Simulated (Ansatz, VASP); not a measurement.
# CsZn in VASP and in Ansatz

```
Cs Zn
1.0
     4.07197    0.00000    0.00000
     0.00000    4.07197    0.00000
     0.00000    0.00000    4.07197
Cs Zn
1 1
Direct
  0.00000 0.00000 0.00000
  0.50000 0.50000 0.50000
```

Change from the starting cell: volume scaled by 0.7, LAPW.

Alike in both runs: task single point; functional PBE; k mesh 8 × 8 × 8; occupations fermi-dirac, width 0.05 eV; no spin polarisation.

```csv
,VASP,Ansatz
version,VASP 6.6.1,Ansatz 0.2.0
potentials or method,"VASP PAW PBE potentials, release 64 (Cs_sv, Zn), cutoff 520 eV","all-electron LAPW, scalar-relativistic"
```

```csv
,VASP,Ansatz,Ansatz less VASP
pressure (GPa),4.3,4.3,-0.07
```

Ansatz ran all-electron here, and VASP with PAW potentials.

Spin-orbit coupling is off throughout.
